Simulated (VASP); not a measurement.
# MgS (Niningerite) (Fm-3m) in VASP: further runs, part 4 of 4

VASP 6.6.1. Earlier steps stand in the parts before.

## Step 5: Single point, PBE+D4

This run uses another cell than the first one, of 17.28 Å³/atom, 0.982 times its volume.

INCAR reads:

```
SYSTEM = MgS
PREC = Accurate
ENCUT = 600
EDIFF = 1E-6
ISMEAR = -1
SIGMA = 0.05
LREAL = .False.
LASPH = .True.
NELM = 120
ALGO = Normal
ISIF = 2
LWAVE = .False.
LCHARG = .True.
GGA = PE
IVDW = 13
LELF = .True.
LVHAR = .True.
NBANDS = 11
GGA_COMPAT = .False.
```

KPOINTS reads:

```
regular mesh
0
Gamma
  9 9 9
  0 0 0
```

POSCAR reads:

```
MgS
1.0
    0.0000000000      2.5855619045      2.5855619045
    2.5855619045      0.0000000000      2.5855619045
    2.5855619045      2.5855619045      0.0000000000
S Mg
1 1
Direct
    0.5000000000      0.5000000000      0.5000000000
    0.0000000000      0.0000000000      0.0000000000
```

Potentials or basis: VASP PAW PBE potentials, release 64 (S, Mg).

Launch:

```console
$ cat potpaw_PBE.64/S/POTCAR potpaw_PBE.64/Mg/POTCAR > POTCAR
$ mpirun -np 1 vasp_std > vasp.out
```

OUTCAR:

```text
SYSTEM = MgS
   PREC = Accurate
   ENCUT = 600
   EDIFF = 1E-6
   ISMEAR = -1
   LREAL = .False.
   LASPH = .True.
   NELM = 120
   ISIF = 2
   GGA = PE
   IVDW = 13

 ion  position               nearest neighbor table
   1  0.500  0.500  0.500-   2 2.59   2 2.59   2 2.59   2 2.59   2 2.59   2 2.59
   2  0.000  0.000  0.000-   1 2.59   1 2.59   1 2.59   1 2.59   1 2.59   1 2.59

  LATTYP: Found a face centered cubic cell.
 ALAT       =     5.1711238090

  Lattice vectors:

 A1 = (   0.0000000000,   2.5855619045,   2.5855619045)
 A2 = (   2.5855619045,   0.0000000000,   2.5855619045)
 A3 = (   2.5855619045,   2.5855619045,   0.0000000000)

Analysis of symmetry for initial positions (statically):
[... 33 lines left out ...]
                                     Primitive cell

  volume of cell :      34.5696

  direct lattice vectors                    reciprocal lattice vectors
     0.000000000  2.585561905  2.585561905    -0.193381562  0.193381562  0.193381562
     2.585561905  0.000000000  2.585561905     0.193381562 -0.193381562  0.193381562
     2.585561905  2.585561905  0.000000000     0.193381562  0.193381562 -0.193381562

  length of vectors
     3.656536712  3.656536712  3.656536712     0.334946691  0.334946691  0.334946691

  position of ions in fractional coordinates (direct lattice)
[... 8 lines left out ...]
----------------------------------------------------------------------------------------

 KPOINTS: regular mesh

Automatic generation of k-mesh.
 Grid dimensions read from file:
 generate k-points for:    9    9    9

 Generating k-lattice:

  Cartesian coordinates                     Fractional coordinates (reciprocal lattice)
    -0.021486840  0.021486840  0.021486840     0.111111111  0.000000000  0.000000000
     0.021486840 -0.021486840  0.021486840     0.000000000  0.111111111  0.000000000
     0.021486840  0.021486840 -0.021486840     0.000000000  0.000000000  0.111111111

  Length of vectors
     0.037216299  0.037216299  0.037216299

  Shift w.r.t. Gamma in fractional coordinates (k-lattice)
     0.000000000  0.000000000  0.000000000

 Subroutine IBZKPT returns following result:
 ===========================================

 Found     35 irreducible k-points:

 Following reciprocal coordinates:
            Coordinates               Weight
  0.000000  0.000000  0.000000      1.000000
  0.111111  0.000000  0.000000      8.000000
  0.222222  0.000000  0.000000      8.000000
  0.333333  0.000000  0.000000      8.000000
  0.444444  0.000000  0.000000      8.000000
  0.111111  0.111111  0.000000      6.000000
[... 16 lines left out ...]
 -0.333333  0.333333  0.000000     12.000000
  0.444444  0.444444  0.000000      6.000000
 [... further k-points ...]
   k-points           NKPTS =     35   k-points in BZ     NKDIM =     35   number of bands    NBANDS=     11
   number of dos      NEDOS =    301   number of ions     NIONS =      2
   total plane-waves  NPLWV =  27000
   dimension x,y,z NGX =    30 NGY =   30 NGZ =   30
   dimension x,y,z NGXF=    60 NGYF=   60 NGZF=   60
   ions per type =               1   1
   NGX,Y,Z   is equivalent  to a cutoff of  13.64, 13.64, 13.64 a.u.
   NGXF,Y,Z  is equivalent  to a cutoff of  27.28, 27.28, 27.28 a.u.
 SYSTEM =  MgS
   PREC   = accura    normal or accurate (medium, high low for compatibility)
   ISTART =      0    job   : 0-new  1-cont  2-samecut
   ICHARG =      2    charge: 1-file 2-atom 10-const
   ISPIN  =      1    spin polarized calculation?
   LNONCOLLINEAR =      F non collinear calculations
   LSORBIT =      F    spin-orbit coupling
   LASPH  =      T    aspherical Exc in radial PAW
   ENCUT  =  600.0 eV  44.10 Ry    6.64 a.u.   7.30  7.30  7.30*2*pi/ulx,y,z
   NELM   =    120;   NELMIN=  2; NELMDL= -5     # of ELM steps
   EDIFF  = 0.1E-05   stopping-criterion for ELM
   LREAL  =      F    real-space projection
   EDIFFG = 0.1E-04   stopping-criterion for IOM
   NSW    =      0    number of steps for IOM
   IBRION =     -1    ionic relax: 0-MD 1-quasi-New 2-CG
[... 8 lines left out ...]
   EMIN   =  10.00;   EMAX   =-10.00  energy-range for DOS
   EFERMI =   0.00;   METHOD = LEGACY
   ISMEAR =    -1;   SIGMA  =   0.05  broadening in eV -4-tet -1-fermi 0-gaus
   EFERMI_NEDOS =   21; number of points for ismear=-14 and -15
   IALGO  =     38    algorithm
   IMIX   =      4    mixing-type and parameters
     AMIX     =   0.40;   BMIX     =  1.00
     AMIX_MAG =   1.60;   BMIX_MAG =  1.00
  volume/ion in A,a.u.               =      17.28       116.64
  Fermi-wavevector in a.u.,A,eV,Ry     =   1.005094  1.899352 13.744787  1.010213
  Thomas-Fermi vector in A             =   2.137751
   LORBIT       =      0    0 simple, 1 ext, 2 COOP (PROOUT), +10 PAW based schemes
   GGA     = PE    functional components
   LHFCALC =     F    Hartree Fock is set to
   AEXX    =    0.0000 exact exchange contribution
   IVDW    =    13    specifies the selected vdW correction
   LEPSILON=     F    determine dielectric tensor
   LRPA    =     F    only Hartree local field effects (RPA)
 non-spin polarized calculation
  energy-cutoff  :      600.00
  volume of cell :       34.57
 maximum number of plane-waves:      1167
 NGX is ok and might be reduce to    30
   NGX = 15   NGY = 15   NGZ = 15

 number of electron       8.0000000 magnetization

 Free energy of the ion-electron system (eV)
  ---------------------------------------------------
  ext. energy  EPLUGINS =         0.00000000
  ---------------------------------------------------
  free energy    TOTEN  =        -8.49575201 eV

  energy without entropy =       -8.49575201  energy(sigma->0) =       -8.49575201

 E-fermi :   4.9350     XC(G=0):  -9.7653

 val. band max:        3.8924724700   @ k =   0.0000   0.0000   0.0000
 cond. band min:       6.8391435380   @ k =   0.4444   0.4444   0.0000
 fundamental gap:      2.9466710681
 Fermi energy:         4.9350282572

 k-point     1 :       0.0000    0.0000    0.0000
  band No.  band energies     occupation
      1      -8.8814      2.00000
      2       3.8925      2.00000
      3       3.8925      2.00000
      4       3.8925      2.00000
      5       7.7517      0.00000
      6      11.8348      0.00000
      7      11.8348      0.00000
      8      11.8348      0.00000
      9      14.2624      0.00000
     10      14.2624      0.00000
     11      16.4747      0.00000

 k-point     2 :       0.1111    0.0000    0.0000
  band No.  band energies     occupation
      1      -8.7579      2.00000
      2       3.0185      2.00000
      3       3.8080      2.00000
      4       3.8080      2.00000
      5       8.4274      0.00000
      6      11.5576      0.00000
      7      12.0567      0.00000
      8      12.0567      0.00000
      9      13.7122      0.00000
     10      13.7122      0.00000
     11      16.8015      0.00000

 k-point     3 :       0.2222    0.0000    0.0000
  band No.  band energies     occupation
      1      -8.4148      2.00000
      2       1.4336      2.00000
      3       3.6122      2.00000
      4       3.6122      2.00000
      5       8.9488      0.00000
      6      11.8973      0.00000
      7      11.8973      0.00000
      8      11.9814      0.00000
      9      13.9107      0.00000
     10      13.9107      0.00000
     11      16.0887      0.00000
[... 267 lines left out ...]
 k-point    23 :      -0.3333    0.3333    0.0000
  band No.  band energies     occupation
      1      -7.2138      2.00000
      2       0.1894      2.00000
      3       0.4915      2.00000
      4       2.7226      2.00000
      5       8.3471      0.00000
      6      11.6887      0.00000
      7      12.8692      0.00000
      8      13.2195      0.00000
      9      15.7584      0.00000
     10      16.3878      0.00000
     11      20.7856      0.00000

 k-point    24 :       0.4444    0.4444    0.0000
  band No.  band energies     occupation
      1      -7.2114      2.00000
      2      -0.2985      2.00000
      3       2.2077      2.00000
      4       2.2077      2.00000
      5       6.8391      0.00000
      6       8.2943      0.00000
      7      15.7213      0.00000
      8      16.6469      0.00000
      9      17.0627      0.00000
     10      17.0627      0.00000
     11      20.2548      0.00000

 [... further k-points ...]

------------------------ aborting loop because EDIFF is reached ----------------------------------------

  DFT-D4 for vdW energy calculation

  Edisp (eV):   -0.59032

  FORCE on cell =-STRESS in cart. coord.  units (eV):
  Direction    XX          YY          ZZ          XY          YZ          ZX
  --------------------------------------------------------------------------------------
  -------------------------------------------------------------------------------------
  Total      -0.05956    -0.05956    -0.05956     0.00000     0.00000     0.00000
  in kB      -2.76060    -2.76060    -2.76060     0.00000     0.00000     0.00000
  external pressure =       -2.76 kB  Pullay stress =        0.00 kB

 VOLUME and BASIS-vectors are now :
 -----------------------------------------------------------------------------
  energy-cutoff  :      600.00
  volume of cell :       34.57
      direct lattice vectors                 reciprocal lattice vectors
     0.000000000  2.585561905  2.585561905    -0.193381562  0.193381562  0.193381562
     2.585561905  0.000000000  2.585561905     0.193381562 -0.193381562  0.193381562
     2.585561905  2.585561905  0.000000000     0.193381562  0.193381562 -0.193381562

 POSITION                                       TOTAL-FORCE (eV/Angst)
 -----------------------------------------------------------------------------------
      2.58556      2.58556      2.58556        -0.000000     -0.000000      0.000000
      0.00000      0.00000      0.00000         0.000000      0.000000     -0.000000
 -----------------------------------------------------------------------------------
    total drift:                               -0.000000     -0.000000      0.000000

  FREE ENERGIE OF THE ION-ELECTRON SYSTEM (eV)
  ---------------------------------------------------
  free  energy   TOTEN  =        -9.0860740371 eV

  energy  without entropy=       -9.0860740370  energy(sigma->0) =       -9.08607404
```

OSZICAR:

```text
N       E                     dE             d eps       ncg     rms          rms(c)
DAV:   1     0.247344135071E+02    0.24734E+02   -0.37438E+03   786   0.656E+02
DAV:   2    -0.728829370031E+01   -0.32023E+02   -0.30099E+02   973   0.109E+02
DAV:   3    -0.888510700811E+01   -0.15968E+01   -0.15937E+01   971   0.249E+01
DAV:   4    -0.889404567910E+01   -0.89387E-02   -0.89377E-02   889   0.218E+00
DAV:   5    -0.889412080631E+01   -0.75127E-04   -0.75127E-04   937   0.207E-01    0.449E+00
DAV:   6    -0.853574581116E+01    0.35837E+00   -0.76259E-01   872   0.347E+00    0.352E+00
DAV:   7    -0.849578731673E+01    0.39958E-01   -0.21583E-01   929   0.203E+00    0.230E+00
DAV:   8    -0.849600295740E+01   -0.21564E-03   -0.14156E-02   833   0.725E-01    0.988E-01
DAV:   9    -0.849573889547E+01    0.26406E-03   -0.73776E-04   845   0.159E-01    0.340E-01
DAV:  10    -0.849575550018E+01   -0.16605E-04   -0.21319E-04   924   0.676E-02    0.417E-02
DAV:  11    -0.849575212375E+01    0.33764E-05   -0.21040E-05   902   0.201E-02    0.198E-02
DAV:  12    -0.849575201050E+01    0.11325E-06   -0.69752E-07   513   0.524E-03
   1 F= -.90860740E+01 E0= -.90860740E+01  d E =-.234594E-10
```

stdout:

```text
POSCAR found type information on POSCAR S Mg
 POSCAR found :  2 types and       2 ions
 scaLAPACK will be used
 LDA part: xc-table for (Slater+PW92), standard interpolation
 POSCAR, INCAR and KPOINTS ok, starting setup
 FFT: planning ... GRIDC
 FFT: planning ... GRID_SOFT
 FFT: planning ... GRID
 WAVECAR not read
 entering main loop
```

Wall time 20 s (1 thread of Intel Xeon Platinum 8375C at 2.90GHz (Ice Lake), shared host); peak memory 0.17 GiB.

What came out:

```yaml
Free_energy: -9.0861 eV
Pressure: -0.3 GPa
Band_gap_on_the_k_mesh: 2.95 eV, indirect (least direct gap 3.86 eV)
Dispersion_energy_per_atom: -0.295 eV
```

A k mesh can miss the band edges.

## Step 6: Single point, PBE

INCAR reads:

```
SYSTEM = MgS
ALGO = Normal ; EDIFF = 1E-6
ENCUT = 520 ; GGA = PE
ISIF = 2 ; ISMEAR = 0
LASPH = .True. ; LCHARG = .False.
LREAL = .False. ; LWAVE = .False.
NBANDS = 11 ; NELM = 100
PREC = Accurate ; SIGMA = 0.023
```

KPOINTS reads:

```
k-points
0
Gamma
  9 9 9
  0 0 0
```

POSCAR reads:

```
MgS
1.0
    0.0000000000      2.6016500000      2.6016500000
    2.6016500000      0.0000000000      2.6016500000
    2.6016500000      2.6016500000      0.0000000000
S Mg
1 1
Direct
    0.5000000000      0.5000000000      0.5000000000
    0.0000000000      0.0000000000      0.0000000000
```

Potentials or basis: VASP PAW PBE potentials, release 64 (S, Mg).

Launch:

```console
$ cat potpaw_PBE.64/S/POTCAR potpaw_PBE.64/Mg/POTCAR > POTCAR
$ mpirun -np 1 vasp_std > vasp.out
```

Wall time 26 s (1 thread of AMD EPYC 7R13, shared host); peak memory 0.13 GiB.

It converged, with:

```yaml
Free_energy: -8.5020 eV
Pressure: 0.9 GPa
Band_gap_on_the_k_mesh: 2.91 eV, indirect (least direct gap 3.71 eV)
```

Levels at points of the mesh, in eV from the valence-band top:
| k point | band 2 | band 3 | band 4 | band 5 | band 6 | band 7 |
| --- | --- | --- | --- | --- | --- | --- |
| (0.00, 0.00, 0.00) | 0.00 | 0.00 | 0.00 | 3.71 | 7.95 | 7.95 |

A k mesh can miss the band edges.

## Step 7: Summary

```tsv
task	level	cell	cutoff (eV)	smearing	gap on the mesh (eV)	pressure (GPa)
relaxation of cell and atoms	PBEsol	relaxed to 30 GPa from a = 3.679 Å, angles 60.0°, 2 atoms	600	fermi-dirac 0.05 eV	3.32	30.0
single point	PBE	a = 3.679 Å, angles 60.0°, 2 atoms	600	gaussian 0.012 eV	2.91	0.9
single point	PBE	a = 3.679 Å, angles 60.0°, 2 atoms	600	gaussian 0.013 eV	2.91	0.9
single point	PBE+D4	a = 3.657 Å, angles 60.0°, 2 atoms	600	fermi-dirac 0.05 eV	2.95	-0.3
single point	PBE	a = 3.679 Å, angles 60.0°, 2 atoms	520	gaussian 0.023 eV	2.91	0.9
```

Alike in all rows: potentials or basis VASP PAW PBE potentials, release 64 (S, Mg); no spin polarisation; k mesh 9 × 9 × 9.

On the cell as given the gap runs from 2.91 eV (PBE) to 2.91 eV (PBE).

Caveats: the cell is relaxed towards a set pressure, so the enthalpy falls and the energy may rise (some runs); the volume moved by over 15 % at a fixed basis, so the end points are rough (some runs); the PAW data sets were made with another functional, which shifts forces and pressure a little (some runs).

Total energies depend on the potentials used, so only differences within one code and one set of settings carry meaning.
